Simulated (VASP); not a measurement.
Write the native input for VASP 6.6.1 that does the following.

- Task: G0W0 quasiparticle levels
- Functional: PBE
- Potentials or basis: VASP PAW PBE potentials, release 64 (Li_GW, O_GW)
- Cutoff: 500 eV
- k mesh: 6 × 6 × 6
- Occupations: gaussian, width 0.01 eV
- Spin: no spin polarisation
- Dipole correction: no
- GW scheme: G0W0
- GW iterations: 1
- Cutoff of the response function: 200
- Frequency points: 96
- Empty bands: 325
- Further INCAR settings: ALGO = EVGW0; EDIFF = 1e-08; NBANDS = 329

Li2O:

```
Li O
1.0
     0.00000    2.28637    2.28637
     2.28637    0.00000    2.28637
     2.28637    2.28637    0.00000
Li O
2 1
Cartesian
  3.4296 3.4296 3.4296
  1.1432 1.1432 1.1432
  0.0000 0.0000 0.0000
```

One way to write it, as run:

POSCAR

```
Li2O
1.0
    0.0000000000      2.2863695397      2.2863695397
    2.2863695397      0.0000000000      2.2863695397
    2.2863695397      2.2863695397      0.0000000000
Li O
2 1
Direct
    0.7500000000      0.7500000000      0.7500000000
    0.2500000000      0.2500000000      0.2500000000
    0.0000000000      0.0000000000      0.0000000000
```

INCAR.step1

```
ALGO = Normal ; EDIFF = 1E-8
ENCUT = 500 ; GGA = PE
ISMEAR = 0 ; LASPH = T
LCHARG = F ; LREAL = F
LWAVE = T ; NELM = 100
PREC = Accurate ; SIGMA = 0.01
```

INCAR.step2

```
ALGO = Exact ; EDIFF = 1E-8
ENCUT = 500 ; GGA = PE
ISMEAR = 0 ; ISTART = 1
LASPH = T ; LCHARG = F
LOPTICS = T ; LREAL = F
LWAVE = T ; NBANDS = 329
NELM = 1 ; PREC = Accurate
SIGMA = 0.01
```

INCAR.step3

```
ALGO = EVGW0 ; EDIFF = 1E-8
ENCUT = 500 ; ENCUTGW = 200
GGA = PE ; ISMEAR = 0
ISTART = 1 ; LASPH = T
LCHARG = F ; LREAL = F
LWAVE = F ; NBANDS = 329
NBANDSGW = 12 ; NELMGW = 1
NOMEGA = 96 ; OMEGAMAX = 20
PREC = Accurate ; PRECFOCK = Fast
SIGMA = 0.01
```

KPOINTS

```
k-points
0
Gamma
  6 6 6
```

Potentials or basis: VASP PAW PBE potentials, release 64 (Li_GW, O_GW).

Command:

```sh
$ cat potpaw_PBE.64/Li_GW/POTCAR potpaw_PBE.64/O_GW/POTCAR > POTCAR
$ cp INCAR.step1 INCAR
$ mpirun -np 1 vasp_std > vasp.out
$ cp INCAR.step2 INCAR
$ mpirun -np 1 vasp_std > vasp.out
$ cp INCAR.step3 INCAR
$ mpirun -np 1 vasp_std > vasp.out
```

Results of the run:

| Item | Value |
| --- | --- |
| Quasiparticle gap | 7.49 eV |
| Least direct quasiparticle gap | 8.04 eV |
| Band gap of the starting levels on the mesh | 5.04 eV |
| Least direct gap of the starting levels on the mesh | 5.51 eV |

Caveat: the k points lie up to 0.40 Å⁻¹ apart; bands, screening cutoff and mesh are small and nothing is extrapolated, so the quasiparticle values aren't converged.

Wall time 34 min on 1 thread of AMD EPYC 7R43 64-Core Processor (Zen 3), on a shared host, peak memory 1.1 GiB.
